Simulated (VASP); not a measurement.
## Ca32H (a cell with a defect): single point with PBEsol

The system is Ca32H (a cell with a defect).

```xyz
33
Lattice="11.1600 0.0000 0.0000 0.0000 11.1600 0.0000 0.0000 0.0000 11.1600" Properties=species:S:1:pos:R:3 pbc="T T T"
Ca    5.8547    0.1111    0.3758
Ca    8.6219    3.4407    0.2811
Ca    8.5271    0.0822    2.7236
Ca   -0.2135    0.0391   -0.0759
Ca    2.5109    2.6937   -0.3297
Ca    5.5070    5.9259    0.3040
Ca    8.5700    8.2617   -0.2583
Ca    2.6815   -0.1032    3.0054
Ca    5.7606    2.7892    3.1295
Ca    8.4043    5.5821    3.3287
Ca    5.4671    0.2404    5.0147
Ca    8.5571    2.9699    5.6335
Ca    7.6532   -0.4768    7.9483
Ca   -0.0722    5.8222    0.3470
Ca    3.2537    8.3330   -0.3027
Ca   -0.2606    2.5853    2.8826
Ca    2.5597    5.8660    2.5925
Ca    5.8305    8.3134    2.9291
Ca    0.1587    0.0202    5.3723
Ca    2.6707    2.6538    5.6264
Ca    5.4436    5.2190    5.4466
Ca    8.1319    8.0662    5.3730
Ca    3.3673    0.0525    8.2355
Ca    6.3389    3.0432    7.8552
Ca    8.7966    5.6375    8.4497
Ca   -0.0009    8.3822    2.9853
Ca   -0.1519    5.5074    5.5588
Ca    2.1901    8.0063    5.6889
Ca   -0.1539    2.7041    8.5746
Ca    2.6830    5.7398    8.3092
Ca    5.4925    7.8757    8.1420
Ca   -0.2184    8.7716    8.0991
H     6.8836    4.2028    4.2846
```

```yaml
Program: VASP 6.6.1
Task: single point
Functional: PBEsol
Potentials_or_basis: VASP PAW PBE potentials, release 64 (Ca_sv, H)
Cutoff: 520 eV
k_mesh: 1 × 1 × 1
Occupations: fermi-dirac, width 0.05 eV
Spin: no spin polarisation
Dipole_correction: no
Further_INCAR_settings: LREAL = Auto; ALGO = Normal; EDIFF = 1e-06; NBANDS = 182
```

The pressure is -0.2 GPa. The largest force is 1.692 eV/Å and the band gap on the k mesh is zero (an odd number of electrons rules out a gap without spin polarisation).

Forces on the atoms (eV/Å):
```
Ca  -0.253  0.004 -0.366
Ca  -0.659 -0.616 -0.237
Ca  -0.238 -0.317  0.296
Ca   0.252 -0.187  0.107
Ca   0.517  0.223  0.583
Ca   0.523 -0.957 -0.307
Ca  -0.594  0.212  0.451
Ca   0.109 -0.094 -0.833
Ca  -0.023  0.620 -0.837
Ca  -0.420 -0.551 -0.974
Ca   0.267 -0.736  0.858
Ca  -0.020 -0.292 -0.694
Ca   0.369  0.445  0.219
Ca   0.414 -0.062 -0.476
Ca  -0.874  0.809  0.309
Ca   0.760  0.519 -0.175
Ca   0.461 -0.527  0.391
Ca  -0.564  0.294 -0.270
Ca  -0.468  0.086  0.548
Ca  -0.023  0.500  0.081
Ca  -0.200  0.652 -0.224
Ca   0.423  0.682  0.905
Ca  -0.172 -0.255 -0.022
Ca  -1.040 -0.344  1.290
Ca  -0.310  0.251 -0.167
Ca  -0.426  0.304 -0.462
Ca   0.481 -0.278  0.134
Ca   1.177  0.630 -0.117
Ca  -0.137 -0.115 -0.544
Ca  -0.308 -0.673  0.309
Ca   0.282  0.141 -0.215
Ca   0.199 -0.211  0.368
H    0.497 -0.156  0.073
```

Stress tensor (GPa, compression positive):
```
-0.48  0.05  0.03
 0.05 -0.13  0.06
 0.03  0.06 -0.14
```

Levels at points of the mesh, in eV from the Fermi level:
| k point | band 156 | band 157 | band 158 | band 159 | band 160 | band 161 | band 162 | band 163 | band 164 | band 165 |
| --- | --- | --- | --- | --- | --- | --- | --- | --- | --- | --- |
| (0.00, 0.00, 0.00) | -0.32 | -0.27 | -0.24 | -0.16 | -0.02 | 0.02 | 0.06 | 0.07 | 0.11 | 0.14 |

It took 12 min on 1 thread of Intel(R) Xeon(R) Platinum 8259CL CPU @ 2.50GHz (Skylake/Cascade Lake), with other jobs on the host, peak memory 1 GiB.

Caveat: the k points lie up to 0.56 Å⁻¹ apart, too coarse for converged energies and pressures of a metal; the PAW data sets were made with another functional, which shifts forces and pressure a little.
